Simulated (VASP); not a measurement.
# TaSiO4 (P4/mmm) in VASP: further runs, part 2 of 2

VASP 6.6.1. The steps go on from the part before.

## Step 3: Single point, PBE

This run uses another cell than the first one, of 9.96 Å³/atom, 1.056 times its volume.

File INCAR:

```
SYSTEM = TaSiO4
ALGO = Normal
EDIFF = 1E-7
ENCUT = 520
GGA = PE
ISIF = 2
ISMEAR = 0
LASPH = .TRUE.
LCHARG = .FALSE.
LREAL = .FALSE.
LWAVE = .FALSE.
NBANDS = 28
NELM = 60
PREC = Accurate
SIGMA = 0.1
```

File KPOINTS:

```
k-points
0
G
  6 6 4
  0 0 0
```

File POSCAR:

```
TaSiO4
1.0
    3.4816851800      0.0000000000      0.0000000000
    0.0000000000      3.4816851800      0.0000000000
    0.0000000000      0.0000000000      4.9298129400
Ta Si O
1 1 4
Direct
    0.5000000000      0.5000000000      0.5000000000
    0.0000000000      0.0000000000      0.0000000000
    0.5000000000      0.0000000000      0.7458124800
    0.0000000000      0.5000000000      0.2541875200
    0.5000000000      0.0000000000      0.2541875200
    0.0000000000      0.5000000000      0.7458124800
```

Potentials or basis: VASP PAW PBE potentials, release 64 (Ta_pv, Si, O).

The run is started by

```console
cat potpaw_PBE.64/Ta_pv/POTCAR potpaw_PBE.64/Si/POTCAR potpaw_PBE.64/O/POTCAR > POTCAR
mpirun -np 1 vasp_std > vasp.out
```

OUTCAR:

```text
SYSTEM = TaSiO4
   EDIFF = 1E-7
   ENCUT = 520
   GGA = PE
   ISIF = 2
   ISMEAR = 0
   LASPH = .TRUE.
   LREAL = .FALSE.
   NELM = 60
   PREC = Accurate

 ion  position               nearest neighbor table
   1  0.500  0.500  0.500-   3 2.12   4 2.12   5 2.12   6 2.12   3 2.12   5 2.12   4 2.12   6 2.12

   2  0.000  0.000  0.000-   3 2.14   4 2.14   5 2.14   6 2.14   4 2.14   6 2.14   3 2.14   5 2.14

   3  0.500  0.000  0.746-   1 2.12   1 2.12   2 2.14   2 2.14
   4  0.000  0.500  0.254-   1 2.12   1 2.12   2 2.14   2 2.14
   5  0.500  0.000  0.254-   1 2.12   1 2.12   2 2.14   2 2.14
   6  0.000  0.500  0.746-   1 2.12   1 2.12   2 2.14   2 2.14

  LATTYP: Found a simple tetragonal cell.
 ALAT       =     3.4816851800
 C/A-ratio  =     1.4159272551

  Lattice vectors:

 A1 = (   3.4816851800,   0.0000000000,   0.0000000000)
 A2 = (   0.0000000000,   3.4816851800,   0.0000000000)
 A3 = (   0.0000000000,   0.0000000000,   4.9298129400)

Analysis of symmetry for initial positions (statically):
=====================================================================
 Subroutine PRICEL returns:
 Original cell was already a primitive cell.

 Routine SETGRP: Setting up the symmetry group for a
 simple tetragonal supercell.

 Subroutine GETGRP returns: Found 16 space group operations
 (whereof 16 operations were pure point group operations)
 out of a pool of 16 trial point group operations.

The static configuration has the point symmetry D_4h.

Analysis of symmetry for dynamics (positions and initial velocities):
=====================================================================
 Subroutine PRICEL returns:
 Original cell was already a primitive cell.

 Routine SETGRP: Setting up the symmetry group for a
 simple tetragonal supercell.

 Subroutine GETGRP returns: Found 16 space group operations
 (whereof 16 operations were pure point group operations)
 out of a pool of 16 trial point group operations.

The dynamic configuration has the point symmetry D_4h.

 Subroutine INISYM returns: Found 16 space group operations
 (whereof 16 operations are pure point group operations),
 and found     1 'primitive' translations

----------------------------------------------------------------------------------------

                                     Primitive cell

  volume of cell :      59.7598

  direct lattice vectors                    reciprocal lattice vectors
     3.481685180  0.000000000  0.000000000     0.287217238  0.000000000  0.000000000
     0.000000000  3.481685180  0.000000000     0.000000000  0.287217238  0.000000000
     0.000000000  0.000000000  4.929812940     0.000000000  0.000000000  0.202847453

  length of vectors
     3.481685180  3.481685180  4.929812940     0.287217238  0.287217238  0.202847453

  position of ions in fractional coordinates (direct lattice)
     0.500000000  0.500000000  0.500000000
     0.000000000  0.000000000  0.000000000
     0.500000000  0.000000000  0.745812480
     0.000000000  0.500000000  0.254187520
     0.500000000  0.000000000  0.254187520
     0.000000000  0.500000000  0.745812480

  ion indices of the primitive-cell ions
   primitive index   ion index
[... 34 lines left out ...]
            Coordinates               Weight
  0.000000  0.000000  0.000000      1.000000
  0.166667  0.000000  0.000000      4.000000
  0.333333  0.000000  0.000000      4.000000
  0.500000  0.000000  0.000000      2.000000
  0.166667  0.166667  0.000000      4.000000
  0.333333  0.166667  0.000000      8.000000
[... 16 lines left out ...]
  0.333333  0.000000  0.500000      4.000000
  0.500000  0.000000  0.500000      2.000000
 [... further k-points ...]
   k-points           NKPTS =     30   k-points in BZ     NKDIM =     30   number of bands    NBANDS=     28
   number of dos      NEDOS =    301   number of ions     NIONS =      6
   total plane-waves  NPLWV =  31360
   dimension x,y,z NGX =    28 NGY =   28 NGZ =   40
   dimension x,y,z NGXF=    56 NGYF=   56 NGZF=   80
   ions per type =               1   1   4
   NGX,Y,Z   is equivalent  to a cutoff of  13.37, 13.37, 13.49 a.u.
   NGXF,Y,Z  is equivalent  to a cutoff of  26.74, 26.74, 26.98 a.u.
 SYSTEM =  TaSiO4
   PREC   = accura    normal or accurate (medium, high low for compatibility)
   ISTART =      0    job   : 0-new  1-cont  2-samecut
   ICHARG =      2    charge: 1-file 2-atom 10-const
   ISPIN  =      1    spin polarized calculation?
   LNONCOLLINEAR =      F non collinear calculations
   LSORBIT =      F    spin-orbit coupling
   LASPH  =      T    aspherical Exc in radial PAW
   ENCUT  =  520.0 eV  38.22 Ry    6.18 a.u.   6.47  6.47  9.17*2*pi/ulx,y,z
   NELM   =     60;   NELMIN=  2; NELMDL= -5     # of ELM steps
   EDIFF  = 0.1E-06   stopping-criterion for ELM
   LREAL  =      F    real-space projection
   EDIFFG = 0.1E-05   stopping-criterion for IOM
   NSW    =      0    number of steps for IOM
   IBRION =     -1    ionic relax: 0-MD 1-quasi-New 2-CG
   NFREE  =      0    steps in history (QN), initial steepest desc. (CG)
   ISIF   =      2    stress and relaxation
   ISYM   =      2    0-nonsym 1-usesym 2-fastsym
   POTIM  = 0.5000    time-step for ionic-motion
   TEBEG  =    0.0;   TEEND  =   0.0 temperature during run
   PSTRESS=    0.0 pullay stress
   NELECT =      39.0000    total number of electrons
   NUPDOWN=      -1.0000    fix difference up-down
   EMIN   =  10.00;   EMAX   =-10.00  energy-range for DOS
   EFERMI =   0.00;   METHOD = LEGACY
   ISMEAR =     0;   SIGMA  =   0.10  broadening in eV -4-tet -1-fermi 0-gaus
   EFERMI_NEDOS =   21; number of points for ismear=-14 and -15
   IALGO  =     38    algorithm
   IMIX   =      4    mixing-type and parameters
     AMIX     =   0.40;   BMIX     =  1.00
     AMIX_MAG =   1.60;   BMIX_MAG =  1.00
  volume/ion in A,a.u.               =       9.96        67.21
  Fermi-wavevector in a.u.,A,eV,Ry     =   1.420016  2.683441 27.435404  2.016445
  Thomas-Fermi vector in A             =   2.540976
   LORBIT       =      0    0 simple, 1 ext, 2 COOP (PROOUT), +10 PAW based schemes
   GGA     = PE    functional components
   LHFCALC =     F    Hartree Fock is set to
   AEXX    =    0.0000 exact exchange contribution
   IVDW    =     0    specifies the selected vdW correction
   LEPSILON=     F    determine dielectric tensor
   LRPA    =     F    only Hartree local field effects (RPA)
 non-spin polarized calculation
 Gauss-broadening in eV      SIGMA  =   0.10
  energy-cutoff  :      520.00
  volume of cell :       59.76
 maximum number of plane-waves:      1634
 NGX is ok and might be reduce to    28
   NGX = 13   NGY = 13   NGZ = 19

 number of electron      38.9999992 magnetization

 Free energy of the ion-electron system (eV)
  ---------------------------------------------------
  ext. energy  EPLUGINS =         0.00000000
  ---------------------------------------------------
  free energy    TOTEN  =       -49.03523731 eV

  energy without entropy =      -49.03140206  energy(sigma->0) =      -49.03331969

 E-fermi :   7.4181     XC(G=0): -11.8748

 val. band max:        7.2934492046   @ k =   0.3333   0.0000   0.0000
 cond. band min:       7.4962111991   @ k =   0.3333   0.1667   0.2500
 fundamental gap:      0.2027619946
 Fermi energy:         7.4180531159

 k-point     1 :       0.0000    0.0000    0.0000
  band No.  band energies     occupation
      1     -29.2561      2.00000
      2     -29.0683      2.00000
      3     -29.0683      2.00000
      4     -14.3858      2.00000
      5     -12.2783      2.00000
      6     -11.8616      2.00000
[... 733 lines left out ...]
     27      13.6924      0.00000
     28      13.8521      0.00000

 [... further k-points ...]

------------------------ aborting loop because EDIFF is reached ----------------------------------------

  FORCE on cell =-STRESS in cart. coord.  units (eV):
  Direction    XX          YY          ZZ          XY          YZ          ZX
  --------------------------------------------------------------------------------------
  -------------------------------------------------------------------------------------
  Total       -2.9972260     -2.9972260     -1.3053239      0.0000000      0.0000000      0.0000000
  in kB      -80.3564314    -80.3564314    -34.9960839      0.0000000      0.0000000      0.0000000
  external PRESSURE =     -65.2363155 kB  Pullay stress =       0.0000000 kB

 VOLUME and BASIS-vectors are now :
 -----------------------------------------------------------------------------
  energy-cutoff  :      520.00
  volume of cell :       59.76
      direct lattice vectors                 reciprocal lattice vectors
     3.481685180  0.000000000  0.000000000     0.287217238  0.000000000  0.000000000
     0.000000000  3.481685180  0.000000000     0.000000000  0.287217238  0.000000000
     0.000000000  0.000000000  4.929812940     0.000000000  0.000000000  0.202847453

 POSITION                                       TOTAL-FORCE (eV/Angst)
 -----------------------------------------------------------------------------------
      1.74084      1.74084      2.46491        -0.000000     -0.000000     -0.000000
      0.00000      0.00000      0.00000        -0.000000     -0.000000     -0.000000
      1.74084      0.00000      3.67672         0.000000     -0.000000      0.929096
      0.00000      1.74084      1.25310         0.000000      0.000000     -0.929096
      1.74084      0.00000      1.25310        -0.000000     -0.000000     -0.929096
      0.00000      1.74084      3.67672        -0.000000     -0.000000      0.929096
 -----------------------------------------------------------------------------------
    total drift:                                0.000000      0.000000      0.000000

  FREE ENERGIE OF THE ION-ELECTRON SYSTEM (eV)
  ---------------------------------------------------
  free  energy   TOTEN  =       -49.0352373125 eV

  energy  without entropy=      -49.0314020575  energy(sigma->0) =      -49.03331969
```

OSZICAR:

```text
N       E                     dE             d eps       ncg     rms          rms(c)
DAV:   1     0.276819055886E+03    0.27682E+03   -0.21300E+04  1680   0.136E+03
DAV:   2    -0.413112338892E+02   -0.31813E+03   -0.30771E+03  2048   0.365E+02
DAV:   3    -0.577674716522E+02   -0.16456E+02   -0.16316E+02  1972   0.819E+01
DAV:   4    -0.579251173269E+02   -0.15765E+00   -0.15743E+00  2192   0.879E+00
DAV:   5    -0.579265211370E+02   -0.14038E-02   -0.14036E-02  1988   0.800E-01    0.292E+01
DAV:   6    -0.492987648083E+02    0.86278E+01   -0.36931E+01  1840   0.401E+01    0.101E+01
DAV:   7    -0.490983449101E+02    0.20042E+00   -0.20596E+00  1944   0.925E+00    0.780E+00
DAV:   8    -0.490430779544E+02    0.55267E-01   -0.33716E-01  2068   0.451E+00    0.976E-01
DAV:   9    -0.490351865623E+02    0.78914E-02   -0.25655E-02  2016   0.111E+00    0.300E-01
DAV:  10    -0.490350290322E+02    0.15753E-03   -0.64636E-03  2124   0.527E-01    0.195E-01
DAV:  11    -0.490352148932E+02   -0.18586E-03   -0.47754E-04  1948   0.164E-01    0.361E-02
DAV:  12    -0.490352340640E+02   -0.19171E-04   -0.12343E-04  2096   0.730E-02    0.181E-02
DAV:  13    -0.490352364489E+02   -0.23849E-05   -0.20170E-05  2020   0.283E-02    0.466E-03
DAV:  14    -0.490352372874E+02   -0.83846E-06   -0.34167E-06  2092   0.117E-02    0.333E-03
DAV:  15    -0.490352373125E+02   -0.25146E-07   -0.85478E-07  2076   0.547E-03
   1 F= -.49035237E+02 E0= -.49033320E+02  d E =-.383526E-02
```

stdout:

```text
POSCAR found type information on POSCAR TaSiO
 POSCAR found :  3 types and       6 ions
 scaLAPACK will be used
 LDA part: xc-table for (Slater+PW92), standard interpolation
 POSCAR, INCAR and KPOINTS ok, starting setup
 FFT: planning ... GRIDC
 FFT: planning ... GRID_SOFT
 FFT: planning ... GRID
 WAVECAR not read
 entering main loop
```

Wall time 59 s (1 thread of Intel Xeon Platinum 8488C (Sapphire Rapids), shared host); peak memory 0.2 GiB.

What came out:

```
Free energy   : -49.0352 eV
Pressure      : -6.5 GPa
Largest force : 0.929 eV/Å
```

Forces in eV/Å, atoms in the order of the input:
```
Ta   0.000  0.000  0.000
Si   0.000  0.000  0.000
O    0.000  0.000  0.929
O    0.000  0.000 -0.929
O    0.000  0.000 -0.929
O    0.000  0.000  0.929
```

Stress tensor (GPa, compression positive):
```
-8.04  0.00  0.00
 0.00 -8.04  0.00
 0.00  0.00 -3.50
```

Caveat: spin-orbit coupling is left out, which moves the levels of the heavy elements; an odd number of electrons without spin polarisation forces a metal; a magnetic or distorted state may lie lower.
